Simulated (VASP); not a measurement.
SiO2:

```xyz
12
Lattice="-2.8379 2.8379 5.6602 2.8379 -2.8379 5.6602 2.8379 2.8379 -5.6602" Properties=species:S:1:pos:R:3 pbc="T T T"
Si    0.7868    4.2568    1.4151
Si    4.2568    0.7868   -1.4151
Si   -1.4189    2.0511    4.2452
Si    2.0511   -1.4189    7.0753
O     0.0000    2.8379    1.5138
O     4.0745    1.2366    2.8301
O     1.6013   -1.2366    2.8301
O     0.0000    0.0000    1.3163
O     0.0000    0.0000   10.0042
O     0.0000    2.8379    4.1464
O     1.2366   -1.2366    5.6602
O    -1.2366    1.2366    5.6602
```

Base run:

| Quantity | Value |
| --- | --- |
| Program | VASP 6.6.1 |
| Functional | PBEsol |
| Potentials or basis | VASP PAW PBE potentials, release 64 (Si, O) |
| Cutoff | 520 eV |
| k mesh | 7 × 7 × 7 |
| Occupations | fermi-dirac, width 0.05 eV |
| Spin | no spin polarisation |

Its results: band gap on the k mesh 4.82 eV; pressure -1.8 GPa; largest force 0.150 eV/Å.

Q: The run is repeated on the same cell with these changes: functional from PBEsol to PBE. What comes out?

A: Band gap on the k mesh 4.84 eV; pressure 0.1 GPa; largest force 0.010 eV/Å.

PBE binds less tightly than PBEsol, so the same cell stands under more pressure.

Caveats: an odd mesh through Γ misses points on the zone boundary, where band edges can lie; the PAW data sets were made with another functional, which shifts forces and pressure a little (at least some runs).
